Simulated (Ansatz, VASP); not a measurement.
## Pt: VASP beside Ansatz

```xyz
1
Lattice="0.0000 1.9609 1.9609 1.9609 0.0000 1.9609 1.9609 1.9609 0.0000" Properties=species:S:1:pos:R:3 pbc="T T T"
Pt    0.0000    0.0000    0.0000
```

Alike in both runs: task relaxation of cell and atoms; functional RPBE; dispersion D4; k mesh 12 × 12 × 12; occupations fermi-dirac, width 0.05 eV; no spin polarisation.

|  | VASP | Ansatz |
| --- | --- | --- |
| version | VASP 6.6.1 | Ansatz 0.2.0 |
| potentials or method | VASP PAW PBE potentials, release 64 (Pt) | Ansatz PAW |
| plane-wave cutoff (eV) | 600 | 420 |
| valence electrons in the cell | 10 | 18 |

|  | VASP | Ansatz | Ansatz less VASP |
| --- | --- | --- | --- |
| gap on the k mesh at the Fermi level, each at its own relaxed structure (eV) | none | none | - |
| relaxed volume (Å³/atom) | 15.05 | 15.08 | +0.027 |
| relaxed cell length with the largest relative difference (Å) | 2.771 | 2.773 | +0.0017 |

VASP's potentials were made for PBE, not for RPBE. A gap of «none» marks a metal or a gap that the smearing closes. VASP's potentials hold 10 valence electrons a cell and Ansatz's 18, so a difference there can come from the potentials and not from the codes.

Neither program's run includes spin-orbit coupling. Noted on Ansatz's run: the plane-wave basis is chosen anew once the cell has moved, so the energies of steps on either side of that aren't comparable.
